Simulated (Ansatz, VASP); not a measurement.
Ag: VASP beside Ansatz

File INCAR:

```
  ALGO = Normal
  EDIFF = 1E-6
  ENCUT = 520
  GGA = PE
  ISIF = 2
  ISMEAR = 0
  LASPH = T
  LCHARG = F
  LREAL = F
  LWAVE = F
  NBANDS = 12
  NELM = 100
  PREC = Accurate
  SIGMA = 0.1
```

The input KPOINTS:

```
k-points
0
Gamma
  18 18 18
```

The input POSCAR:

```
Ag
1.0
    0.0000000000      1.9870873811      1.9870873811
    1.9870873811      0.0000000000      1.9870873811
    1.9870873811      1.9870873811      0.0000000000
Ag
1
Direct
    0.0000000000      0.0000000000      0.0000000000
```

Input for Ansatz:

```yaml
crystal:
  lattice:
    - [0.0, 1.9870873811, 1.9870873811]
    - [1.9870873811, 0.0, 1.9870873811]
    - [1.9870873811, 1.9870873811, 0.0]
  atoms:
    - { symbol: Ag, position: [0.0, 0.0, 0.0] }
basis:
  ecutwfc: 420
kpoints:
  mp_grid: { grid: [18, 18, 18] }
hamiltonian:
  xc: pbe
scf:
  occupations: { method: gaussian, width: 0.1 }
output:
  forces: true
  stress: true
  eigenvalues: true
```

Alike in both runs: task single point; functional PBE; k mesh 18 × 18 × 18; occupations gaussian, width 0.1 eV; no spin polarisation.

```csv
,VASP,Ansatz
version,VASP 6.6.1,Ansatz 0.2.0
potentials or method,"VASP PAW PBE potentials, release 64 (Ag), cutoff 520 eV","scalar-relativistic, plane waves, PAW"
valence electrons in the cell,11,19
```

Ansatz gave:

| Quantity | Value |
| --- | --- |
| gap on the k mesh at the Fermi level (eV) | none |
| pressure (GPa) | 17.0 |

Problem. What did VASP give for the same quantities?

Solution. gap on the k mesh at the Fermi level (eV): none; pressure (GPa): 16.7.

A gap of «none» marks a metal or a gap that the smearing closes. VASP's potentials hold 11 valence electrons a cell and Ansatz's 19, so a difference there can come from the potentials and not from the codes.
